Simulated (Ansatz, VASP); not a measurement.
## One calculation of In, two programs

```xyz
1
Lattice="-1.5753 1.5753 2.4740 1.5753 -1.5753 2.4740 1.5753 1.5753 -2.4740" Properties=species:S:1:pos:R:3 pbc="T T T"
In    0.0000    0.0000    0.0000
```

Alike in both runs: functional LDA; k mesh 18 × 18 × 18; occupations gaussian, width 0.1 eV; no spin polarisation.

Ansatz relaxed the structure, and its values are those at the end. VASP's run is a single point on that final structure, the one shown.

|  | VASP | Ansatz |
| --- | --- | --- |
| version | VASP 6.6.1 | Ansatz 0.2.0 |
| potentials or method | VASP PAW LDA potentials, release 64 (In_d), cutoff 520 eV | scalar-relativistic, plane waves, PAW |
| valence electrons in the cell | 13 | 13 |

Ansatz gave:

- gap on the k mesh at the Fermi level (eV): none
- pressure (GPa): 0.0

Which values does VASP return?

gap on the k mesh at the Fermi level (eV): none; pressure (GPa): 0.1.

LDA's correlation is that of Perdew and Zunger in VASP and of Perdew and Wang (1992) in Ansatz. A gap of «none» marks a metal or a gap that the smearing closes.
